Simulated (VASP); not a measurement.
Crystal: CoO.

```
CELL_PARAMETERS angstrom
1.51544 0.87494 2.45609
-1.51544 0.87494 2.45609
0.00000 -1.74988 2.45609
ATOMIC_POSITIONS crystal
Co 0.00000 0.00000 0.00000
O 0.50000 0.50000 0.50000
```

Base run:

```yaml
Program: VASP 6.6.1
Functional: PBE
Potentials_or_basis: VASP PAW PBE potentials, release 64 (Co, O)
Cutoff: 520 eV
k_mesh: 11 × 11 × 11
Occupations: fermi-dirac, width 0.05 eV
Spin: collinear spin, ferromagnetic start
Starting_moments: "[2.0, 0.0] μB"
```

Its results: pressure -3.8 GPa; net moment 2.92 μB per cell; site moments Co +2.57; O +0.30 μB.

Problem. The run is repeated on the same cell with these changes: potentials or basis from VASP PAW PBE potentials, release 64 (Co, O) to VASP PAW PBE potentials, release 64 (Co_sv, O); cutoff from 520 eV to 600 eV; further incar settings from ALGO = Normal; EDIFF = 1e-07; NBANDS = 18 to ALGO = Normal; EDIFF = 1e-06; NBANDS = 22; valence electrons from 15 to 23. What comes out?

Solution. Pressure -5.7 GPa; net moment 2.94 μB per cell; site moments Co +2.53; O +0.30 μB.

Caveats: a cell with one magnetic atom can't hold antiferromagnetic order, which such compounds often take.
